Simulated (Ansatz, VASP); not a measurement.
**ZrN in VASP and in Ansatz**

```
CELL_PARAMETERS angstrom
0.00000 4.59460 -4.59460
4.59460 4.59460 0.00000
4.59460 0.00000 -4.59460
ATOMIC_POSITIONS crystal
Zr 0.25000 0.75000 0.25000
Zr 0.25000 0.25000 0.25000
Zr 0.75000 0.75000 0.25000
Zr 0.75000 0.25000 0.25000
Zr 0.25000 0.75000 0.75000
Zr 0.25000 0.25000 0.75000
Zr 0.75000 0.75000 0.75000
Zr 0.75000 0.25000 0.75000
N 0.50000 0.50000 0.00000
N 0.50000 0.00000 0.00000
N 0.00000 0.50000 0.00000
N 0.00000 0.00000 0.00000
N 0.50000 0.50000 0.50000
N 0.50000 0.00000 0.50000
N 0.00000 0.50000 0.50000
N 0.00000 0.00000 0.50000
```

Alike in both runs: task single point; functional PBE; k mesh 8 × 8 × 8; occupations gaussian, width 0.1 eV; no spin polarisation.

|  | VASP | Ansatz |
| --- | --- | --- |
| version | VASP 6.6.1 | Ansatz 0.2.0 |
| potentials or method | VASP PAW PBE potentials, release 64 (Zr_sv, N), cutoff 520 eV | scalar-relativistic, plane waves, PAW |
| valence electrons in the cell | 136 | 136 |

|  | VASP | Ansatz | Ansatz less VASP |
| --- | --- | --- | --- |
| gap on the k mesh at the Fermi level (eV) | none | none | - |
| pressure (GPa) | 0.3 | 0.0 | -0.26 |

A gap of «none» marks a metal or a gap that the smearing closes.
